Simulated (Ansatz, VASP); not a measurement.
# VH2: VASP beside Ansatz

```xyz
3
Lattice="0.0000 1.8961 1.8961 1.8961 0.0000 1.8961 1.8961 1.8961 0.0000" Properties=species:S:1:pos:R:3 pbc="T T T"
V     0.0000    0.0000    0.0000
H     0.9481    0.9481    0.9481
H     2.8442    2.8442    2.8442
```

Change from the starting cell: volume scaled by 0.7, PAW files.

Alike in both runs: task electric field gradients; functional LDA; k mesh 15 × 15 × 15; occupations fermi-dirac, width 0.05 eV; collinear spin.

|  | VASP | Ansatz |
| --- | --- | --- |
| version | VASP 6.6.1 | Ansatz 0.2.0 |
| potentials or method | VASP PAW LDA potentials, release 64 (V_sv, H) | PAW with Ansatz's default frozen-core files, scalar-relativistic |
| plane-wave cutoff (eV) | 520 | 420 |
| valence electrons in the cell | 15 | 15 |

VASP gave:

* pressure (GPa): 88.0
* net moment per atom (μB): 0.00

Q: Estimate Ansatz's values.

A: Pressure (GPa): 86.6; net moment per atom (μB): 0.00.

LDA's correlation is that of Perdew and Zunger in VASP and of Perdew and Wang (1992) in Ansatz. Both programs put the cell under a high pressure, so it lies far from rest at this level. Ansatz's warnings: seeded moment not kept.

Noted on VASP's run: the cell as given lies far from equilibrium.
